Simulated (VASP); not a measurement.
Ca3AsP:

```
Ca P As
1.0
     5.33390    0.00000    0.00000
     0.00000    5.33390    0.00000
     0.00000    0.00000    5.33390
Ca P As
3 1 1
Direct
  0.00000 0.50000 0.50000
  0.50000 0.00000 0.50000
  0.50000 0.50000 0.00000
  0.50000 0.50000 0.50000
  0.00000 0.00000 0.00000
```

Base run:

```yaml
Program: VASP 6.6.1
Functional: PBE
Potentials_or_basis: VASP PAW PBE potentials, release 64 (Ca_sv, P, As)
Cutoff: 500 eV
k_mesh: 4 × 4 × 4
Occupations: gaussian, width 0.1 eV
Spin: no spin polarisation
```

Its results: band gap on the k mesh 0.18 eV; pressure 0.0 GPa.

Question: The run is repeated on the same cell with these changes: k mesh from 4 × 4 × 4 to 2 × 2 × 2. What comes out?

Answer: Band gap on the k mesh 0.12 eV; pressure 0.8 GPa.

Caveats: some runs use coarse meshes; semilocal functionals underestimate gaps, and a narrow one can read as zero.

